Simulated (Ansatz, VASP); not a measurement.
## Two plane-wave programs on HCl

```
CELL_PARAMETERS angstrom
0.00000 2.73750 2.51850
2.73750 0.00000 2.51850
2.73750 2.73750 0.00000
ATOMIC_POSITIONS crystal
H 0.00000 0.00000 0.00000
Cl 0.50000 0.50000 0.50000
```

Change from the starting cell: strain +0.000 along x and y, -0.080 along z, atoms carried along.

Alike in both runs: task single point; functional r2SCAN; k mesh 16 × 16 × 16; occupations gaussian, width 0.15 eV; no spin polarisation.

```csv
,VASP,Ansatz
version,VASP 6.6.1,Ansatz 0.2.0
potentials or method,"VASP PAW PBE potentials, release 64 (H, Cl), cutoff 520 eV","scalar-relativistic, plane waves, PAW"
valence electrons in the cell,8,8
```

```csv
,VASP,Ansatz,Ansatz less VASP
gap on the k mesh at the Fermi level (eV),none,none,-
pressure (GPa),-10.6,-10.5,+0.10
"traceless stress, the component that is largest in VASP (GPa)",-5.63,-5.62,+0.010
```

VASP's potentials were made for PBE, not for r2SCAN. A gap of «none» marks a metal or a gap that the smearing closes.
